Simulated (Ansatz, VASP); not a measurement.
## One calculation of RbBr, two programs

```
Rb Br
1.0
    -2.48336    2.48336    3.47375
     2.48336   -2.48336    3.47375
     2.48336    2.48336   -3.47375
Rb Br
1 1
Direct
  0.00000 0.00000 0.00000
  0.50000 0.50000 0.00000
```

Alike in both runs: functional PBE; k mesh 4 × 4 × 4; occupations gaussian, width 0.15 eV; no spin polarisation.

Ansatz relaxed the structure, and its values are those at the end. VASP's run is a single point on that final structure, the one shown.

|  | VASP | Ansatz |
| --- | --- | --- |
| version | VASP 6.6.1 | Ansatz 0.2.0 |
| potentials or method | VASP PAW PBE potentials, release 64 (Rb_sv, Br), cutoff 500 eV | scalar-relativistic, plane waves, PAW |
| valence electrons in the cell | 16 | 16 |

|  | VASP | Ansatz | Ansatz less VASP |
| --- | --- | --- | --- |
| gap on the k mesh at the Fermi level (eV) | 4.20 | 4.20 | +0.002 |
| least direct gap on the mesh (eV) | 4.20 | 4.20 | +0.002 |
| pressure (GPa) | 0.1 | 0.1 | -0.01 |

The k mesh is coarse, so the values compare programs but aren't converged.
